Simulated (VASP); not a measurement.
Set up this calculation in VASP 6.6.1, as the native input.

- Task: single point
- Functional: LDA
- Potentials or basis: VASP PAW LDA potentials, release 64 (Pt_sv_GW)
- Cutoff: 570 eV
- k mesh: 22 × 22 × 22
- Occupations: gaussian, width 0.15 eV
- Spin: no spin polarisation
- Dipole correction: no
- Further INCAR settings: ALGO = Normal; EDIFF = 1e-06; NBANDS = 15

The structure of Pt lies in POSCAR:

```
Pt
1.0
   -1.9888742032      1.5973752992      1.5973752992
    1.5973752992     -1.9888742032      1.5973752992
    1.5973752992      1.5973752992     -1.9888742032
Pt
1
Direct
    0.0000000000      0.0000000000      0.0000000000
```

One way to write it, as run:

INCAR

```
PREC     = Accurate       # precision mode
ENCUT    = 570            # plane-wave cutoff, eV
EDIFF    = 1E-6           # SCF threshold, eV
ISMEAR   = 0              # smearing method
SIGMA    = 0.15           # smearing width, eV
LREAL    = F              # projectors in reciprocal space
LASPH    = T              # aspherical terms in the spheres
NELM     = 120            # most SCF steps
ALGO     = Normal         # electronic algorithm
ISIF     = 2              # what is computed and relaxed
LWAVE    = F              # write WAVECAR
LCHARG   = F              # write CHGCAR
GGA      = CA             # functional
NBANDS   = 15             # bands
GGA_COMPAT= F
```

KPOINTS

```
Automatic mesh
0
Gamma
  22 22 22
```

Potentials or basis: VASP PAW LDA potentials, release 64 (Pt_sv_GW).

The run is started by

```sh
$ cat potpaw_LDA.64/Pt_sv_GW/POTCAR > POTCAR
$ mpirun -np 1 vasp_std > vasp.out
```

Results of the run:

* Pressure: 79.4 GPa
* Band gap on the k mesh: zero (bands 9 and 10 overlap by 5.37 eV)

Caveat: the cell stands under pressure; spin-orbit coupling is left out, which moves the levels of the heavy elements.

Wall time 99 s on 1 thread of Intel(R) Xeon(R) Platinum 8488C (Sapphire Rapids), on a shared host, peak memory 0.37 GiB.
